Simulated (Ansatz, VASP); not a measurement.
**One calculation of BaO, two programs**

Contents of INCAR:

```
SYSTEM = BaO
PREC = Accurate ; ENCUT = 600
EDIFF = 1E-6 ; ISMEAR = 0
SIGMA = 0.01 ; LREAL = .False.
LASPH = .True. ; NELM = 120
ALGO = Normal ; ISIF = 2
LWAVE = .False. ; LCHARG = .True.
GGA = PE ; LELF = .True.
LVHAR = .True. ; NBANDS = 15
GGA_COMPAT = .False.
```

KPOINTS

```
regular mesh
0
Gamma
  8 8 8
  0 0 0
```

POSCAR

```
BaO
1.0
    0.0000000000      2.7719426840      2.7719426840
    2.7719426840      0.0000000000      2.7719426840
    2.7719426840      2.7719426840      0.0000000000
Ba O
1 1
Direct
    0.0000000000      0.0000000000      0.0000000000
    0.5000000000      0.5000000000      0.5000000000
```

Input for Ansatz:

```yaml
crystal:
  lattice:
    - [0.0, 2.771942684, 2.771942684]
    - [2.771942684, 0.0, 2.771942684]
    - [2.771942684, 2.771942684, 0.0]
  atoms:
    - { symbol: Ba, position: [0.0, 0.0, 0.0] }
    - { symbol: O, position: [0.5, 0.5, 0.5] }
kpoints:
  mp_grid: { grid: [8, 8, 8] }
hamiltonian:
  xc: pbe
scf:
  occupations: { method: fixed }
output:
  optics: { e_range: [0, 14], de: 0.05, sigma: 0.1, bands: auto }
```

Alike in both runs: task single point; functional PBE; k mesh 8 × 8 × 8; no spin polarisation.

|  | VASP | Ansatz |
| --- | --- | --- |
| version | VASP 6.6.1 | Ansatz 0.2.0 |
| potentials or method | VASP PAW PBE potentials, release 64 (Ba_sv, O) | plane waves, PAW |
| plane-wave cutoff (eV) | 600 | 420 |
| occupations | gaussian, width 0.01 eV | fixed |
| valence electrons in the cell | 16 | 16 |

Ansatz gave:

| Item | Value |
| --- | --- |
| gap on the k mesh at the Fermi level (eV) | 2.05 |

Q: Estimate VASP's values.

A: gap on the k mesh at the Fermi level (eV): 1.98.

Neither program's run includes spin-orbit coupling.
